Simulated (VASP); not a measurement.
A run of VASP 6.6.1 is set up as follows.

Contents of INCAR:

```
SYSTEM = Cu
PREC = Accurate ; ENCUT = 520
EDIFF = 1E-6 ; ISMEAR = 0
SIGMA = 0.1 ; LREAL = .False.
LASPH = .True. ; NELM = 80
ALGO = Fast ; ISIF = 2
LWAVE = .False. ; LCHARG = .False.
GGA = PS ; NBANDS = 18
```

KPOINTS

```
regular mesh
0
Gamma
  20 20 14
  0 0 0
```

The input POSCAR:

```
Cu
1.0
    1.8173403130      1.8173403130      0.0000000000
   -1.7894388446      1.7894388446      0.0000000000
    0.0000000000      0.0000000000      3.4999459009
Cu
2
Direct
    0.0000000000      0.0000000000      0.0000000000
    0.5000000000      0.5000000000      0.5000000000
```

Potentials or basis: VASP PAW PBE potentials, release 64 (Cu).

The run is started by

```console
$ cat potpaw_PBE.64/Cu/POTCAR > POTCAR
$ mpirun -np 1 vasp_std > vasp.out
```

**Question.** Predict the pressure.

**Answer.** 0.2 GPa.

**Question.** What does it give for the band gap on the k mesh?

**Answer.** Zero (bands 11 and 12 overlap by 8.26 eV).

Stress tensor (GPa, compression positive):
```
-0.23 -1.41  0.00
-1.41 -0.23  0.00
 0.00  0.00  1.20
```

Caveat: the cell differs from its parent crystal (uniaxial strain along a: +2.0 %, then relaxed in part); the PAW data sets were made with another functional, which shifts forces and pressure a little.
